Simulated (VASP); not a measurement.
Here is a VASP 6.6.1 calculation.

INCAR

```
SYSTEM = H5C10Cl
PREC     = Accurate       ! precision mode
ENCUT    = 520            ! plane-wave cutoff, eV
EDIFF    = 1E-6           ! SCF threshold, eV
ISMEAR   = 0              ! smearing method
SIGMA    = 0.05           ! smearing width, eV
LREAL    = Auto         
LASPH    = .TRUE.         ! aspherical terms in the spheres
NELM     = 100            ! most SCF steps
ALGO     = Normal         ! electronic algorithm
ISIF     = 2              ! what is computed and relaxed
LWAVE    = .FALSE.        ! write WAVECAR
LCHARG   = .FALSE.        ! write CHGCAR
GGA      = PS             ! functional
NBANDS   = 74             ! bands
```

Contents of KPOINTS:

```
regular mesh
0
G
  2 2 1
  0 0 0
```

POSCAR

```
H5C10Cl
1.0
    5.0487420000      0.0000000000      0.0000000000
    0.0000000000      5.0487420000      0.0000000000
    0.0000000000      0.0000000000     16.8355610000
H C Cl
10 20 2
Direct
    0.4277868000      0.0000000000      0.0593981000
    0.0722132000      0.0000000000      0.0593981000
    0.9277868000      0.0000000000      0.0593981000
    0.5722132000      0.0000000000      0.0593981000
    0.4277868000      0.5000000000      0.0593981000
    0.0722132000      0.5000000000      0.0593981000
    0.9277868000      0.5000000000      0.0593981000
    0.5722132000      0.5000000000      0.0593981000
    0.2494761069      0.3265604425      0.4388944603
    0.7499862484      0.4916868674      0.3661213019
    0.2500000000      0.0000000000      0.0970980000
    0.7500000000      0.0000000000      0.0970980000
    0.2500000000      0.5000000000      0.0970980000
    0.7500000000      0.5000000000      0.0970980000
    0.2500000000      0.2500000000      0.1501108000
    0.7500000000      0.2500000000      0.1501108000
    0.2500000000      0.7500000000      0.1501108000
    0.7500000000      0.7500000000      0.1501108000
   -0.0041293451      0.2501674775      0.1982438956
    0.5041194771      0.2501759938      0.1982424788
   -0.0000190986      0.7499496043      0.2078459911
    0.5000202935      0.7499470724      0.2078496378
   -0.0019837588      0.0164146571      0.2574598456
    0.5019699655      0.0164138717      0.2574655840
   -0.0025886338      0.4837396437      0.2573788685
    0.5025857074      0.4837383098      0.2573797919
    0.2500013495      0.1130912947      0.2969487102
    0.7499822730      0.0920046573      0.3056745133
    0.2499950339      0.3879048963      0.2965785555
    0.7499891833      0.4115592781      0.3056011414
   -0.2500029535     -0.0312406981      0.4046469722
    0.2504224103      0.4626729906      0.5049024337
```

Potentials or basis: VASP PAW PBE potentials, release 64 (H, C, Cl).

Launch:

```sh
$ cat potpaw_PBE.64/H/POTCAR potpaw_PBE.64/C/POTCAR potpaw_PBE.64/Cl/POTCAR > POTCAR
$ mpirun -np 1 vasp_std > vasp.out
```

(1) What does it give for the largest force?

(2) What does it give for the band gap on the k mesh?

Results:

(1) 8.961 eV/Å.

(2) 0.97 eV.

Caveat: the k points lie up to 0.62 Å⁻¹ apart; there is no dipole correction, which matters where the two faces differ; the PAW data sets were made with another functional, which shifts forces and pressure a little.
